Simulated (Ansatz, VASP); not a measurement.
# Ga4BiP3: VASP beside Ansatz

```
P Ga Bi
1.0
     4.00283    0.00000    0.00000
     0.00000    4.00283    0.00000
     0.00000    0.00000   11.36988
P Ga Bi
3 4 1
Direct
  0.00000 0.00000 0.23221
  0.50000 0.50000 0.00000
  0.00000 0.00000 0.76779
  0.00000 0.50000 0.11583
  0.50000 0.00000 0.88417
  0.00000 0.50000 0.65205
  0.50000 0.00000 0.34795
  0.50000 0.50000 0.50000
```

Alike in both runs: task single point; functional PBE; k mesh 6 × 6 × 2; occupations fermi-dirac, width 0.02 eV; no spin polarisation.

```csv
,VASP,Ansatz
version,VASP 6.6.1,Ansatz 0.2.0
potentials or method,"VASP PAW PBE potentials, release 64 (P, Ga_d, Bi_d)","plane waves, PAW"
plane-wave cutoff (eV),520,420
valence electrons in the cell,82,82
```

Ansatz gave:

* pressure (GPa): 2.4
* rms of the force components (eV/Å): 0.030

Estimate VASP's values.

pressure (GPa): 2.4; rms of the force components (eV/Å): 0.031.

Neither program's run includes spin-orbit coupling.
